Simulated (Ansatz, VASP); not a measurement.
**HfN: VASP beside Ansatz**

```
Hf N
1.0
     2.82503    0.00000    0.00000
     0.00000    2.82503    0.00000
     0.00000    0.00000    2.82503
Hf N
1 1
Direct
  0.50000 0.50000 0.50000
  0.00000 0.00000 0.00000
```

Alike in both runs: task relaxation of cell and atoms; functional r2SCAN; k mesh 9 × 9 × 9; occupations fermi-dirac, width 0.05 eV; no spin polarisation.

|  | VASP | Ansatz |
| --- | --- | --- |
| version | VASP 6.6.1 | Ansatz 0.2.0 |
| potentials or method | VASP PAW PBE potentials, release 64 (Hf_pv, N) | Ansatz PAW |
| plane-wave cutoff (eV) | 600 | 500 |
| valence electrons in the cell | 15 | 31 |

Ansatz gave:

| Property | Result |
| --- | --- |
| gap on the k mesh at the Fermi level, each at its own relaxed structure (eV) | none |
| relaxed volume (Å³/atom) | 11.03 |
| relaxed cell length with the largest relative difference (Å) | 2.805 |

Which values does VASP return?

gap on the k mesh at the Fermi level, each at its own relaxed structure (eV): none; relaxed volume (Å³/atom): 10.91; relaxed cell length with the largest relative difference (Å): 2.795.

VASP's potentials were made for PBE, not for r2SCAN. A gap of «none» marks a metal or a gap that the smearing closes. VASP's potentials hold 15 valence electrons a cell and Ansatz's 31, so a difference there can come from the potentials and not from the codes.

Neither program's run includes spin-orbit coupling. Noted on Ansatz's run: the plane-wave basis is chosen anew once the cell has moved, so the energies of steps on either side of that aren't comparable.
